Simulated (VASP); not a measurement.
# SnSe (Fm-3m) in VASP: a series of runs, part 3 of 3

VASP 6.6.1. The steps go on from the part before.

### Step 5. Electric field gradients, PBEsol (volume scaled by 0.9)

Input file INCAR:

```
SYSTEM = SnSe
  PREC = Accurate
  ENCUT = 520
  EDIFF = 1E-8
  ISMEAR = -1
  SIGMA = 0.05
  LREAL = .False.
  LASPH = .True.
  NELM = 100
  ALGO = Normal
  ISIF = 2
  LWAVE = .False.
  LCHARG = .False.
  GGA = PS
  LEFG = .True.
  NBANDS = 17
```

Input file KPOINTS:

```
regular mesh
0
Gamma
  10 10 10
  0 0 0
```

Input file POSCAR:

```
SnSe
1.0
    0.0000000000      2.9065417928      2.9065417928
    2.9065417928      0.0000000000      2.9065417928
    2.9065417928      2.9065417928      0.0000000000
Sn Se
1 1
Direct
    0.0000000000      0.0000000000      0.0000000000
    0.5000000000      0.5000000000      0.5000000000
```

Potentials or basis: VASP PAW PBE potentials, release 64 (Sn_d, Se).

Command:

```console
$ cat potpaw_PBE.64/Sn_d/POTCAR potpaw_PBE.64/Se/POTCAR > POTCAR
$ mpirun -np 1 vasp_std > vasp.out
```

OUTCAR:

```text
SYSTEM = SnSe
   PREC = Accurate
   ENCUT = 520
   EDIFF = 1E-8
   ISMEAR = -1
   LREAL = .False.
   LASPH = .True.
   NELM = 100
   ISIF = 2
   GGA = PS

 ion  position               nearest neighbor table
   1  0.000  0.000  0.000-   2 2.91   2 2.91   2 2.91   2 2.91   2 2.91   2 2.91
   2  0.500  0.500  0.500-   1 2.91   1 2.91   1 2.91   1 2.91   1 2.91   1 2.91

  LATTYP: Found a face centered cubic cell.
 ALAT       =     5.8130835856

  Lattice vectors:

 A1 = (   0.0000000000,   2.9065417928,   2.9065417928)
 A2 = (   2.9065417928,   0.0000000000,   2.9065417928)
 A3 = (   2.9065417928,   2.9065417928,   0.0000000000)

Analysis of symmetry for initial positions (statically):
=====================================================================
 Subroutine PRICEL returns:
 Original cell was already a primitive cell.

 Routine SETGRP: Setting up the symmetry group for a
 face centered cubic supercell.

[... 668 lines left out ...]
      direct lattice vectors                 reciprocal lattice vectors
     0.000000000  2.906541793  2.906541793    -0.172025739  0.172025739  0.172025739
     2.906541793  0.000000000  2.906541793     0.172025739 -0.172025739  0.172025739
     2.906541793  2.906541793  0.000000000     0.172025739  0.172025739 -0.172025739

 POSITION                                       TOTAL-FORCE (eV/Angst)
 -----------------------------------------------------------------------------------
      0.00000      0.00000      0.00000        -0.000000     -0.000000     -0.000000
      2.90654      2.90654      2.90654         0.000000      0.000000      0.000000
 -----------------------------------------------------------------------------------
    total drift:                                0.000000     -0.000000     -0.000000

  FREE ENERGIE OF THE ION-ELECTRON SYSTEM (eV)
  ---------------------------------------------------
  free  energy   TOTEN  =        -8.9292356046 eV

  energy  without entropy=       -8.9285821617  energy(sigma->0) =       -8.92890888

 Electric field gradients (V/A^2)
---------------------------------------------------------------------
 ion       V_xx      V_yy      V_zz      V_xy      V_xz      V_yz
---------------------------------------------------------------------
   1      -0.000    -0.000     0.000     0.001     0.001     0.001
   2       0.000    -0.000    -0.000    -0.000    -0.000    -0.000
---------------------------------------------------------------------

 Electric field gradients after diagonalization (V/A^2)
 (convention: |V_zz| > |V_xx| > |V_yy|)
----------------------------------------------------------------------
 ion       V_xx      V_yy      V_zz     asymmetry (V_yy - V_xx)/ V_zz
----------------------------------------------------------------------
   1      -0.001    -0.001     0.002       0.000
   2       0.000     0.000    -0.001       0.000
----------------------------------------------------------------------

           NMR quadrupolar parameters

 Cq : quadrupolar parameter    Cq=e*Q*V_zz/h
 eta: asymmetry parameters     (V_yy - V_xx)/ V_zz
 Q  : nuclear electric quadrupole moment in mb (millibarn)
----------------------------------------------------------------------
 ion       Cq(MHz)       eta       Q (mb)
----------------------------------------------------------------------
   1       0.000       0.000       1.000
   2      -0.000       0.000       1.000
----------------------------------------------------------------------
```

OSZICAR:

```text
N       E                     dE             d eps       ncg     rms          rms(c)
DAV:   1     0.132328435876E+03    0.13233E+03   -0.97307E+03  1640   0.151E+03
DAV:   2     0.294716093208E+01   -0.12938E+03   -0.12557E+03  1783   0.360E+02
DAV:   3    -0.876142945958E+01   -0.11709E+02   -0.11626E+02  1916   0.930E+01
DAV:   4    -0.905061345430E+01   -0.28918E+00   -0.28902E+00  1900   0.152E+01
DAV:   5    -0.905836852044E+01   -0.77551E-02   -0.77547E-02  2320   0.248E+00    0.365E+00
DAV:   6    -0.893505221122E+01    0.12332E+00   -0.26541E-01  2372   0.371E+00    0.223E+00
DAV:   7    -0.892955757479E+01    0.54946E-02   -0.58569E-02  2043   0.127E+00    0.911E-01
DAV:   8    -0.892929686210E+01    0.26071E-03   -0.58130E-03  2061   0.691E-01    0.691E-02
DAV:   9    -0.892923273560E+01    0.64127E-04   -0.81127E-04  2360   0.256E-01    0.421E-02
DAV:  10    -0.892923415632E+01   -0.14207E-05   -0.85655E-05  2025   0.664E-02    0.705E-03
DAV:  11    -0.892923570743E+01   -0.15511E-05   -0.76924E-06  2098   0.221E-02    0.381E-03
DAV:  12    -0.892923564066E+01    0.66771E-07   -0.37652E-07  2110   0.812E-03    0.186E-03
DAV:  13    -0.892923563747E+01    0.31878E-08   -0.10441E-07  2287   0.350E-03    0.663E-04
DAV:  14    -0.892923559674E+01    0.40736E-07   -0.89691E-09  1272   0.639E-04    0.118E-04
DAV:  15    -0.892923560458E+01   -0.78480E-08   -0.50262E-10   989   0.192E-04
   1 F= -.89292356E+01 E0= -.89289089E+01  d E =-.653443E-03
```

Wall time 51 s (1 thread of AMD EPYC 7R13, shared host); peak memory 0.17 GiB.

What came out:

```
Free energy            : -8.9292 eV
Pressure               : 4.5 GPa
Band gap on the k mesh : 0.33 eV, indirect (least direct gap 0.54 eV)
```

Caveat: the cell differs from its parent crystal (volume scaled by 0.9); without QUAD_EFG the Cq values of the log hold for a quadrupole moment of 1 mb, not for the nuclei; the PAW data sets were made with another functional, which shifts forces and pressure a little; spin-orbit coupling is left out, which moves the levels of the heavy elements. A k mesh can miss the band edges.

### Step 6. Electric field gradients, PBEsol

This run uses another cell than the first one, of 27.28 Å³/atom, 1.429 times its volume.

Input file INCAR:

```
SYSTEM = SnSe
  ALGO = Normal
  EDIFF = 1E-8
  ENCUT = 520
  GGA = PS
  ISIF = 2
  ISMEAR = -1
  LASPH = .TRUE.
  LCHARG = .FALSE.
  LEFG = .TRUE.
  LREAL = .FALSE.
  LWAVE = .FALSE.
  NBANDS = 17
  NELM = 80
  PREC = Accurate
  SIGMA = 0.05
```

Input file KPOINTS:

```
k-points
0
G
  10 10 10
  0 0 0
```

Input file POSCAR:

```
SnSe
1.0
    0.0000000000      3.0104337128      3.0104337128
    3.0104337128      0.0000000000      3.0104337128
    3.0104337128      3.0104337128      0.0000000000
Sn Se
1 1
Direct
    0.0000000000      0.0000000000      0.0000000000
    0.5000000000      0.5000000000      0.5000000000
```

Potentials or basis: VASP PAW PBE potentials, release 64 (Sn_d, Se).

Command:

```console
$ cat potpaw_PBE.64/Sn_d/POTCAR potpaw_PBE.64/Se/POTCAR > POTCAR
$ mpirun -np 1 vasp_std > vasp.out
```

OUTCAR:

```text
SYSTEM = SnSe
   EDIFF = 1E-8
   ENCUT = 520
   GGA = PS
   ISIF = 2
   ISMEAR = -1
   LASPH = .TRUE.
   LREAL = .FALSE.
   NELM = 80
   PREC = Accurate

 ion  position               nearest neighbor table
   1  0.000  0.000  0.000-   2 3.01   2 3.01   2 3.01   2 3.01   2 3.01   2 3.01
   2  0.500  0.500  0.500-   1 3.01   1 3.01   1 3.01   1 3.01   1 3.01   1 3.01

  LATTYP: Found a face centered cubic cell.
 ALAT       =     6.0208674256

  Lattice vectors:

 A1 = (   0.0000000000,   3.0104337128,   3.0104337128)
 A2 = (   3.0104337128,   0.0000000000,   3.0104337128)
 A3 = (   3.0104337128,   3.0104337128,   0.0000000000)

Analysis of symmetry for initial positions (statically):
=====================================================================
 Subroutine PRICEL returns:
 Original cell was already a primitive cell.

 Routine SETGRP: Setting up the symmetry group for a
 face centered cubic supercell.

[... 668 lines left out ...]
      direct lattice vectors                 reciprocal lattice vectors
     0.000000000  3.010433713  3.010433713    -0.166089025  0.166089025  0.166089025
     3.010433713  0.000000000  3.010433713     0.166089025 -0.166089025  0.166089025
     3.010433713  3.010433713  0.000000000     0.166089025  0.166089025 -0.166089025

 POSITION                                       TOTAL-FORCE (eV/Angst)
 -----------------------------------------------------------------------------------
      0.00000      0.00000      0.00000        -0.000000      0.000000     -0.000000
      3.01043      3.01043      3.01043         0.000000     -0.000000      0.000000
 -----------------------------------------------------------------------------------
    total drift:                                0.000000     -0.000000     -0.000000

  FREE ENERGIE OF THE ION-ELECTRON SYSTEM (eV)
  ---------------------------------------------------
  free  energy   TOTEN  =        -8.9671227552 eV

  energy  without entropy=       -8.9669705427  energy(sigma->0) =       -8.96704665

 Electric field gradients (V/A^2)
---------------------------------------------------------------------
 ion       V_xx      V_yy      V_zz      V_xy      V_xz      V_yz
---------------------------------------------------------------------
   1      -0.000    -0.000    -0.000     0.002     0.002     0.002
   2       0.000    -0.000    -0.000    -0.000    -0.000    -0.000
---------------------------------------------------------------------

 Electric field gradients after diagonalization (V/A^2)
 (convention: |V_zz| > |V_xx| > |V_yy|)
----------------------------------------------------------------------
 ion       V_xx      V_yy      V_zz     asymmetry (V_yy - V_xx)/ V_zz
----------------------------------------------------------------------
   1      -0.002    -0.002     0.003       0.000
   2       0.000     0.000    -0.000       0.000
----------------------------------------------------------------------

           NMR quadrupolar parameters

 Cq : quadrupolar parameter    Cq=e*Q*V_zz/h
 eta: asymmetry parameters     (V_yy - V_xx)/ V_zz
 Q  : nuclear electric quadrupole moment in mb (millibarn)
----------------------------------------------------------------------
 ion       Cq(MHz)       eta       Q (mb)
----------------------------------------------------------------------
   1       0.000       0.000       1.000
   2      -0.000       0.000       1.000
----------------------------------------------------------------------
```

OSZICAR:

```text
N       E                     dE             d eps       ncg     rms          rms(c)
DAV:   1     0.129963503198E+03    0.12996E+03   -0.98000E+03  1656   0.142E+03
DAV:   2     0.324514891587E+01   -0.12672E+03   -0.12278E+03  1726   0.344E+02
DAV:   3    -0.882172423170E+01   -0.12067E+02   -0.11989E+02  1927   0.919E+01
DAV:   4    -0.913238271029E+01   -0.31066E+00   -0.31044E+00  1888   0.158E+01
DAV:   5    -0.914145512339E+01   -0.90724E-02   -0.90719E-02  2286   0.263E+00    0.299E+00
DAV:   6    -0.897102434362E+01    0.17043E+00   -0.41418E-01  2313   0.412E+00    0.177E+00
DAV:   7    -0.896716912579E+01    0.38552E-02   -0.70641E-02  1882   0.129E+00    0.854E-01
DAV:   8    -0.896729916042E+01   -0.13003E-03   -0.72780E-03  1992   0.719E-01    0.965E-02
DAV:   9    -0.896709599378E+01    0.20317E-03   -0.13428E-03  2284   0.274E-01    0.442E-02
DAV:  10    -0.896712114460E+01   -0.25151E-04   -0.11762E-04  1977   0.693E-02    0.841E-03
DAV:  11    -0.896712275763E+01   -0.16130E-05   -0.65496E-06  2157   0.196E-02    0.204E-03
DAV:  12    -0.896712280683E+01   -0.49203E-07   -0.26941E-07  2135   0.660E-03    0.626E-04
DAV:  13    -0.896712277976E+01    0.27068E-07   -0.18283E-08  1797   0.102E-03    0.265E-04
DAV:  14    -0.896712274859E+01    0.31170E-07   -0.57482E-09  1346   0.935E-04    0.682E-05
DAV:  15    -0.896712275517E+01   -0.65766E-08   -0.54054E-10   975   0.205E-04
   1 F= -.89671228E+01 E0= -.89670466E+01  d E =-.152212E-03
```

stdout:

```text
POSCAR found type information on POSCAR SnSe
 POSCAR found :  2 types and       2 ions
 scaLAPACK will be used
 -----------------------------------------------------------------------------
|                                                                             |
|                                                                             |
|     You enforced a specific xc type in the INCAR file but a different       |
|     I HOPE YOU KNOW WHAT YOU ARE DOING!                                     |
|                                                                             |
 -----------------------------------------------------------------------------

 LDA part: xc-table for (Slater+PW92), standard interpolation
 POSCAR, INCAR and KPOINTS ok, starting setup
 FFT: planning ... GRIDC
 FFT: planning ... GRID_SOFT
 FFT: planning ... GRID
 WAVECAR not read
 entering main loop
ion   1

ion   2
```

It took 56 s on 1 thread of AMD EPYC 7R13, shared host; peak memory 0.17 GiB.

What came out:

```
Free energy            : -8.9671 eV
Pressure               : -1.8 GPa
Band gap on the k mesh : 0.52 eV, indirect (least direct gap 0.62 eV)
```

Levels at points of the mesh, in eV from the valence-band top:
```
           k point  band 6  band 7  band 8  band 9  band 10  band 11  band 12  band 13  band 14  band 15
(0.00, 0.00, 0.00)  -13.79   -5.02   -2.09   -2.09    -2.09     4.37     4.37     4.37     5.89     5.89
(0.50, 0.00, 0.00)  -12.85   -7.99   -1.85   -1.85     0.00     0.65     1.30     1.30     8.21    10.12
(0.50, 0.50, 0.00)  -12.57   -5.95   -5.41   -3.56    -3.56     3.01     5.41     5.41     6.02    10.54
```

Caveat: without QUAD_EFG the Cq values of the log hold for a quadrupole moment of 1 mb, not for the nuclei; the PAW data sets were made with another functional, which shifts forces and pressure a little; spin-orbit coupling is left out, which moves the levels of the heavy elements. A k mesh can miss the band edges.

### Step 7. Overview

| cell | gap on the mesh (eV) | pressure (GPa) |
| --- | --- | --- |
| a = 3.780 Å, angles 60.0°, 2 atoms | 0.10 | 35.6 |
| a = 4.033 Å, angles 60.0°, 2 atoms | 0.21 | 9.3 |
| a = 4.110 Å, angles 60.0°, 2 atoms | 0.33 | 4.5 |
| a = 4.257 Å, angles 60.0°, 2 atoms | 0.52 | -1.8 |

Alike in all rows: task electric field gradients; level PBEsol; potentials or basis VASP PAW PBE potentials, release 64 (Sn_d, Se); no spin polarisation; k mesh 10 × 10 × 10; cutoff (eV) 520; smearing fermi-dirac 0.05 eV.

Caveats: the PAW data sets were made with another functional, which shifts forces and pressure a little; spin-orbit coupling is left out, which moves the levels of the heavy elements.

Absolute energies hang on the potentials; compare differences alone.
